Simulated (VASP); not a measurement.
Write the native input for VASP 6.6.1 that does the following.

* Task: single point
* Functional: LDA
* Potentials or basis: VASP PAW LDA potentials, release 64 (Mo_sv, C)
* Cutoff: 520 eV
* k mesh: 9 × 9 × 1
* Occupations: gaussian, width 0.1 eV
* Spin: no spin polarisation
* Dipole correction: yes
* Further INCAR settings: ALGO = Normal; EDIFF = 1e-06; NBANDS = 38

The structure of Mo4C lies in POSCAR:

```
Mo4C
1.0
    3.1111816891      0.0000000000      0.0000000000
    0.0000000000      3.1111816891      0.0000000000
    0.0000000000      0.0000000000     21.5098172784
Mo C
4 1
Direct
    0.5000000000      0.5000000000      0.1859615983
    0.0000000000      0.0000000000      0.2582816382
    0.5000000000      0.5000000000      0.3325055024
    0.0000000000      0.0000000000      0.3956248056
    0.5000000000      0.5000000000      0.5095262845
```

The input as run:

INCAR

```
  PREC = Accurate
  ENCUT = 520
  EDIFF = 1E-6
  ISMEAR = 0
  SIGMA = 0.1
  LREAL = False
  LASPH = True
  NELM = 100
  ALGO = Normal
  ISIF = 2
  LWAVE = False
  LCHARG = False
  LDIPOL = True
  IDIPOL = 3
  DIPOL = 0.5 0.5 0.336
  NBANDS = 38
```

KPOINTS

```
regular mesh
0
Gamma
  9 9 1
```

Potentials or basis: VASP PAW LDA potentials, release 64 (Mo_sv, C).

Command:

```sh
$ cat potpaw_LDA.64/Mo_sv/POTCAR potpaw_LDA.64/C/POTCAR > POTCAR
$ mpirun -np 1 vasp_std > vasp.out
```

It gave:

| Quantity | Value |
| --- | --- |
| Largest force | 2.512 eV/Å |
| Band gap on the k mesh | zero (band 30 reaches 1.51 eV, above the bottom of band 31 at 0.12 eV) |

Wall time 81 s on 1 thread of Intel(R) Xeon(R) 6975P-C (Granite Rapids), on a shared host, peak memory 0.29 GiB.
